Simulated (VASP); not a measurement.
# NbTe (P-6m2) in VASP: notebook

The runs below take NbTe through single point, with PBEsol.

All numbers are computed with VASP 6.6.1; they aren't measurements. Logs are shortened: lines on timing, memory, paths and dates and some standing lists are left out, and cuts for length are marked.

**1. The cell of the first run**

Symmetry: P-6m2, No. 187, hexagonal system. The conventional cell has a = 3.678 Å, b = 3.678 Å, c = 3.669 Å, α = 90.00°, β = 90.00°, γ = 120.00°. Within 3.7 Å of Te (site symmetry -6m2) lie 6 Nb at 2.81 Å and 8 Te at 3.67 to 3.68 Å. Nb (site symmetry -6m2) has 6 Te at 2.81 Å and 8 Nb at 3.67 to 3.68 Å within 3.7 Å.

**2. Single point, PBEsol (volume scaled by 0.98)**

Input file INCAR:

```
SYSTEM = NbTe
PREC = Accurate
ENCUT = 520
EDIFF = 1E-6
ISMEAR = -1
SIGMA = 0.05
LREAL = .FALSE.
LASPH = .TRUE.
NELM = 60
ALGO = Normal
ISIF = 2
LWAVE = .FALSE.
LCHARG = .TRUE.
GGA = PS
LELF = .TRUE.
LVHAR = .TRUE.
NBANDS = 16
```

Input file KPOINTS:

```
regular mesh
0
G
  8 8 7
  0 0 0
```

Input file POSCAR:

```
NbTe
1.0
    3.6781214607      0.0000000000      0.0000000000
   -1.8390607303      3.1853466232      0.0000000000
    0.0000000000      0.0000000000      3.6694168905
Te Nb
1 1
Direct
    0.6666666667      0.3333333333      0.0000000000
    0.0000000000      0.0000000000      0.5000000000
```

Potentials or basis: VASP PAW PBE potentials, release 64 (Te, Nb_sv).

Launch:

```console
$ cat potpaw_PBE.64/Te/POTCAR potpaw_PBE.64/Nb_sv/POTCAR > POTCAR
$ mpirun -np 1 vasp_std > vasp.out
```

OUTCAR:

```text
SYSTEM = NbTe
   PREC = Accurate
   ENCUT = 520
   EDIFF = 1E-6
   ISMEAR = -1
   LREAL = .FALSE.
   LASPH = .TRUE.
   NELM = 60
   ISIF = 2
   GGA = PS

 ion  position               nearest neighbor table
   1  0.667  0.333  0.000-   2 2.81   2 2.81   2 2.81   2 2.81   2 2.81   2 2.81
   2  0.000  0.000  0.500-   1 2.81   1 2.81   1 2.81   1 2.81   1 2.81   1 2.81

  LATTYP: Found a hexagonal cell.
 ALAT       =     3.6781214607
 C/A-ratio  =     0.9976334196

  Lattice vectors:

 A1 = (   3.6781214607,   0.0000000000,   0.0000000000)
 A2 = (  -1.8390607303,   3.1853466232,   0.0000000000)
 A3 = (   0.0000000000,   0.0000000000,   3.6694168905)

Analysis of symmetry for initial positions (statically):
=====================================================================
 Subroutine PRICEL returns:
 Original cell was already a primitive cell.

 Routine SETGRP: Setting up the symmetry group for a
 hexagonal supercell.

 Subroutine GETGRP returns: Found 12 space group operations
 (whereof 12 operations were pure point group operations)
 out of a pool of 24 trial point group operations.

The static configuration has the point symmetry D_3h.

Analysis of symmetry for dynamics (positions and initial velocities):
=====================================================================
 Subroutine PRICEL returns:
 Original cell was already a primitive cell.

 Routine SETGRP: Setting up the symmetry group for a
 hexagonal supercell.

 Subroutine GETGRP returns: Found 12 space group operations
 (whereof 12 operations were pure point group operations)
 out of a pool of 24 trial point group operations.

The dynamic configuration has the point symmetry D_3h.

 Subroutine INISYM returns: Found 12 space group operations
 (whereof 12 operations are pure point group operations),
 and found     1 'primitive' translations

----------------------------------------------------------------------------------------

                                     Primitive cell

  volume of cell :      42.9912

  direct lattice vectors                    reciprocal lattice vectors
     3.678121461  0.000000000  0.000000000     0.271877917  0.156968788  0.000000000
    -1.839060730  3.185346623  0.000000000     0.000000000  0.313937577  0.000000000
     0.000000000  0.000000000  3.669416890     0.000000000  0.000000000  0.272522864
[... 75 lines left out ...]
   PREC   = accura    normal or accurate (medium, high low for compatibility)
   ISTART =      0    job   : 0-new  1-cont  2-samecut
   ICHARG =      2    charge: 1-file 2-atom 10-const
   ISPIN  =      1    spin polarized calculation?
   LNONCOLLINEAR =      F non collinear calculations
   LSORBIT =      F    spin-orbit coupling
   LASPH  =      T    aspherical Exc in radial PAW
   ENCUT  =  520.0 eV  38.22 Ry    6.18 a.u.   6.84  6.84  6.82*2*pi/ulx,y,z
   NELM   =     60;   NELMIN=  2; NELMDL= -5     # of ELM steps
   EDIFF  = 0.1E-05   stopping-criterion for ELM
   LREAL  =      F    real-space projection
   EDIFFG = 0.1E-04   stopping-criterion for IOM
   NSW    =      0    number of steps for IOM
   IBRION =     -1    ionic relax: 0-MD 1-quasi-New 2-CG
   NFREE  =      0    steps in history (QN), initial steepest desc. (CG)
   ISIF   =      2    stress and relaxation
   ISYM   =      2    0-nonsym 1-usesym 2-fastsym
   POTIM  = 0.5000    time-step for ionic-motion
   TEBEG  =    0.0;   TEEND  =   0.0 temperature during run
   PSTRESS=    0.0 pullay stress
   NELECT =      19.0000    total number of electrons
   NUPDOWN=      -1.0000    fix difference up-down
   EMIN   =  10.00;   EMAX   =-10.00  energy-range for DOS
   EFERMI =   0.00;   METHOD = LEGACY
   ISMEAR =    -1;   SIGMA  =   0.05  broadening in eV -4-tet -1-fermi 0-gaus
   EFERMI_NEDOS =   21; number of points for ismear=-14 and -15
   IALGO  =     38    algorithm
   IMIX   =      4    mixing-type and parameters
     AMIX     =   0.40;   BMIX     =  1.00
     AMIX_MAG =   1.60;   BMIX_MAG =  1.00
  volume/ion in A,a.u.               =      21.50       145.06
  Fermi-wavevector in a.u.,A,eV,Ry     =   1.246999  2.356486 21.157147  1.555006
  Thomas-Fermi vector in A             =   2.381151
   LORBIT       =      0    0 simple, 1 ext, 2 COOP (PROOUT), +10 PAW based schemes
   GGA     = PS    functional components
   LHFCALC =     F    Hartree Fock is set to
   AEXX    =    0.0000 exact exchange contribution
   IVDW    =     0    specifies the selected vdW correction
   LEPSILON=     F    determine dielectric tensor
   LRPA    =     F    only Hartree local field effects (RPA)
 non-spin polarized calculation
  energy-cutoff  :      520.00
  volume of cell :       42.99
 maximum number of plane-waves:      1177
 NGX is ok and might be reduce to    28
   NGX = 13   NGY = 13   NGZ = 13

 number of electron      18.9999998 magnetization

 Free energy of the ion-electron system (eV)
  ---------------------------------------------------
  ext. energy  EPLUGINS =         0.00000000
  ---------------------------------------------------
  free energy    TOTEN  =       -14.89340788 eV

  energy without entropy =      -14.88233864  energy(sigma->0) =      -14.88787326

 E-fermi :  11.1920     XC(G=0): -11.4894

 val. band max:       11.1502865586   @ k =   0.2500  -0.0000   0.0000
 cond. band min:      11.2011947176   @ k =   0.1250  -0.0000   0.2857
 fundamental gap:      0.0509081589
 Fermi energy:        11.1920032447

 k-point     1 :       0.0000    0.0000    0.0000
  band No.  band energies     occupation
      1     -44.2818      2.00000
      2     -20.5092      2.00000
      3     -20.3103      2.00000
      4     -20.3103      2.00000
      5      -3.2060      2.00000
      6       7.9805      2.00000
[... 433 lines left out ...]
      3     -20.4226      2.00000
      4     -20.3306      2.00000
      5      -1.4755      2.00000
      6       4.8384      2.00000
[... 8 lines left out ...]
     15      17.5630      0.00000
     16      19.9284      0.00000

 [... further k-points ...]
[... 5 lines left out ...]
  --------------------------------------------------------------------------------------
  -------------------------------------------------------------------------------------
  Total       -0.8587574     -0.8587574     -0.6828834     -0.0000000     -0.0000000      0.0000000
  in kB      -32.0037768    -32.0037768    -25.4493873     -0.0000000     -0.0000000      0.0000000
  external PRESSURE =     -29.8189803 kB  Pullay stress =       0.0000000 kB

 VOLUME and BASIS-vectors are now :
 -----------------------------------------------------------------------------
  energy-cutoff  :      520.00
  volume of cell :       42.99
      direct lattice vectors                 reciprocal lattice vectors
     3.678121461  0.000000000  0.000000000     0.271877917  0.156968788  0.000000000
    -1.839060730  3.185346623  0.000000000     0.000000000  0.313937577  0.000000000
     0.000000000  0.000000000  3.669416890     0.000000000  0.000000000  0.272522864

 POSITION                                       TOTAL-FORCE (eV/Angst)
 -----------------------------------------------------------------------------------
      1.83906      1.06178      0.00000         0.000000     -0.000000      0.000000
      0.00000      0.00000      1.83471        -0.000000      0.000000      0.000000
 -----------------------------------------------------------------------------------
    total drift:                               -0.000000      0.000000      0.000000

  FREE ENERGIE OF THE ION-ELECTRON SYSTEM (eV)
  ---------------------------------------------------
  free  energy   TOTEN  =       -14.8934078800 eV

  energy  without entropy=      -14.8823386443  energy(sigma->0) =      -14.88787326
```

OSZICAR:

```text
N       E                     dE             d eps       ncg     rms          rms(c)
DAV:   1     0.145942228479E+03    0.14594E+03   -0.94606E+03  1288   0.108E+03
DAV:   2    -0.539420634190E+01   -0.15134E+03   -0.14784E+03  1640   0.365E+02
DAV:   3    -0.151694740539E+02   -0.97753E+01   -0.96077E+01  2400   0.690E+01
DAV:   4    -0.153669710019E+02   -0.19750E+00   -0.19733E+00  1472   0.977E+00
DAV:   5    -0.153737260871E+02   -0.67551E-02   -0.67536E-02  2184   0.185E+00    0.732E+00
DAV:   6    -0.149302179675E+02    0.44351E+00   -0.14119E+00  2000   0.101E+01    0.312E+00
DAV:   7    -0.149026290909E+02    0.27589E-01   -0.74329E-02  1536   0.196E+00    0.164E+00
DAV:   8    -0.148934847238E+02    0.91444E-02   -0.21682E-02  1816   0.960E-01    0.206E-01
DAV:   9    -0.148934110807E+02    0.73643E-04   -0.17760E-03  1648   0.326E-01    0.126E-01
DAV:  10    -0.148934109211E+02    0.15959E-06   -0.26245E-04  1920   0.169E-01    0.227E-02
DAV:  11    -0.148934081290E+02    0.27921E-05   -0.20517E-05  1952   0.442E-02    0.151E-02
DAV:  12    -0.148934078800E+02    0.24895E-06   -0.83545E-07  1248   0.950E-03
   1 F= -.14893408E+02 E0= -.14887873E+02  d E =-.110692E-01
```

stdout:

```text
POSCAR found type information on POSCAR TeNb
 POSCAR found :  2 types and       2 ions
 scaLAPACK will be used
 -----------------------------------------------------------------------------
|                                                                             |
|                                                                             |
|     You enforced a specific xc type in the INCAR file but a different       |
|     I HOPE YOU KNOW WHAT YOU ARE DOING!                                     |
|                                                                             |
 -----------------------------------------------------------------------------

 LDA part: xc-table for (Slater+PW92), standard interpolation
 POSCAR, INCAR and KPOINTS ok, starting setup
 FFT: planning ... GRIDC
 FFT: planning ... GRID_SOFT
 FFT: planning ... GRID
 WAVECAR not read
 entering main loop
```

Run time: 22 s. Hardware: 1 thread of Intel Xeon Platinum 8375C at 2.90GHz (Ice Lake), shared host; peak memory 0.17 GiB.

Results:

| Property | Result |
| --- | --- |
| Free energy | -14.8934 eV |
| Pressure | -3.0 GPa |

Stress tensor (GPa, compression positive):
```
-3.20  0.00  0.00
 0.00 -3.20  0.00
 0.00  0.00 -2.54
```

Caveat: the cell differs from its parent crystal (volume scaled by 0.98); the PAW data sets were made with another functional, which shifts forces and pressure a little; spin-orbit coupling is left out, which moves the levels of the heavy elements.

**3. Single point, PBEsol**

This run uses another cell than the first one, of 17.71 Å³/atom, 0.824 times its volume.

Input file INCAR:

```
  PREC = Accurate
  ENCUT = 520
  EDIFF = 1E-6
  ISMEAR = -1
  SIGMA = 0.05
  LREAL = F
  LASPH = T
  NELM = 80
  ALGO = Normal
  ISIF = 2
  LWAVE = F
  LCHARG = T
  GGA = PS
  LELF = T
  LVHAR = T
  NBANDS = 16
```

Input file KPOINTS:

```
Automatic mesh
0
Gamma
  8 8 7
```

Input file POSCAR:

```
NbTe
1.0
    3.3276071927      0.0000000000      0.0000000000
   -1.6638035963      2.8817923627      0.0000000000
    0.0000000000      0.0000000000      3.6928810020
Te Nb
1 1
Direct
    0.6666666667      0.3333333333      0.0000000000
    0.0000000000      0.0000000000      0.5000000000
```

Potentials or basis: VASP PAW PBE potentials, release 64 (Te, Nb_sv).

Launch:

```console
$ cat potpaw_PBE.64/Te/POTCAR potpaw_PBE.64/Nb_sv/POTCAR > POTCAR
$ mpirun -np 1 vasp_std > vasp.out
```

Run time: 13 s. Hardware: 1 thread of Intel Xeon Platinum 8488C (Sapphire Rapids), shared host; peak memory 0.17 GiB.

Results (log left out):

```yaml
Free_energy: -14.3649 eV
Pressure: 29.9 GPa
```

Levels at points of the mesh, in eV from the Fermi level:
```tsv
k point	band 8	band 9	band 10	band 11	band 12	band 13
(0.00, 0.00, 0.00)	-2.91	-2.91	0.23	0.23	3.50	3.50
(0.50, 0.00, 0.00)	-3.56	-2.04	-0.32	2.15	2.78	3.22
```

Caveat: the PAW data sets were made with another functional, which shifts forces and pressure a little; spin-orbit coupling is left out, which moves the levels of the heavy elements.
